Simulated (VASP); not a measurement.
A run of VASP 6.6.1 is set up as follows.

The input INCAR:

```
  PREC = Accurate
  ENCUT = 520
  EDIFF = 1E-6
  ISMEAR = -1
  SIGMA = 0.02
  LREAL = F
  LASPH = T
  NELM = 60
  ALGO = Normal
  ISIF = 2
  LWAVE = F
  LCHARG = T
  LELF = T
  LVHAR = T
  NBANDS = 15
```

The input KPOINTS:

```
Automatic mesh
0
Gamma
  9 9 8
```

POSCAR

```
TaN
1.0
    2.9380000000      0.0000000000      0.0000000000
   -1.4690000000      2.5443826363      0.0000000000
    0.0000000000      0.0000000000      2.8830000000
Ta N
1 1
Direct
    0.4166666265      0.5833332530      0.5000000000
   -0.0833333110      0.0833333780      0.0000000000
```

Potentials or basis: VASP PAW LDA potentials, release 64 (Ta_pv, N).

Launch:

```bash
$ cat potpaw_LDA.64/Ta_pv/POTCAR potpaw_LDA.64/N/POTCAR > POTCAR
$ mpirun -np 1 vasp_std > vasp.out
```

Task: What does it give for the pressure?

Result: 26.4 GPa.

Task: What does it give for the band gap on the k mesh?

Result: Zero (band 8 reaches 11.01 eV, above the bottom of band 9 at 6.05 eV).

Stress tensor (GPa, compression positive):
```
23.74 -2.79  0.00
-2.79 20.51  0.00
 0.00  0.00 35.04
```

Caveat: spin-orbit coupling is left out, which moves the levels of the heavy elements.
